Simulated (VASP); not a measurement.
Runs of VASP 6.6.1 on CoO. The structure is that of space group Fm-3m (No. 225), or close to it. The cells are those of the table. 

```csv
task,level,potentials or basis,cell,k mesh,cutoff (eV),smearing,grid for exact exchange (PRECFOCK),share of exact exchange,gap on the mesh (eV),pressure (GPa),moment (μB)
relaxation of cell and atoms,PBEsol+D4,"VASP PAW PBE potentials, release 64 (Co_sv, O)","relaxed from a = 3.014 Å, angles 60.0°, 2 atoms",11 × 11 × 11,700,fermi-dirac 0.05 eV,-,-,none,0.1,2.73
single point,PBE,"VASP PAW PBE potentials, release 64 (Co_sv, O)","a = 3.014 Å, angles 60.0°, 2 atoms",11 × 11 × 11,700,fermi-dirac 0.05 eV,-,-,none,-2.9,2.92
single point,PBEsol+D3(BJ),"VASP PAW PBE potentials, release 64 (Co_sv, O)","a = 3.007 Å, angles 60.0°, 2 atoms",11 × 11 × 11,700,fermi-dirac 0.05 eV,-,-,none,-1.1,2.94
single point,PBE0,"VASP PAW PBE potentials, release 64 (Co, O)","a = 2.953 Å, angles 60.0°, 2 atoms",6 × 6 × 6,520,fermi-dirac 0.05 eV,Normal,0.25,none,4.0,(a)
single point,PBE,"VASP PAW PBE potentials, release 64 (Co_sv, O)","a = 3.014 Å, angles 60.0°, 2 atoms",11 × 11 × 11,700,gaussian 0.011 eV,-,-,none,-3.0,2.98
single point,PBEsol,"VASP PAW PBE potentials, release 64 (Co_sv, O)","a = 3.014 Å, angles 60.0°, 2 atoms",9 × 9 × 9,700,gaussian 0.05 eV,-,-,none,(b),(c)
single point,revPBE,"VASP PAW PBE potentials, release 64 (Co_sv, O)","a = 3.030 Å, angles 60.0°, 2 atoms",11 × 11 × 11,700,fermi-dirac 0.05 eV,-,-,none,(d),2.97
single point,RPBE+D3(BJ),"VASP PAW PBE potentials, release 64 (Co_sv, O)","a = 3.009 Å, angles 60.0°, 2 atoms",11 × 11 × 11,700,fermi-dirac 0.05 eV,-,-,none,-1.1,2.94
```

Alike in all rows: spin collinear, ferromagnetic start.

Task: Estimate the missing entries.

Result: (a) 3.00; (b) -11.8; (c) 2.99; (d) -1.0.

Caveats: some runs use coarse meshes; a cell with one magnetic atom can't hold antiferromagnetic order, which such compounds often take; semilocal functionals often make such compounds metallic where correlation or magnetic order opens a gap, which also shifts bond lengths (at least some runs); the PAW data sets were made with another functional, which shifts forces and pressure a little (at least some runs); the cell stands under tension (at least some runs); the dispersion term is far too large for a dense solid, which distorts pressure and volume (at least some runs).

A gap of «none» marks levels without a gap at the run's occupations.

The runs don't all hold the same shells in valence.
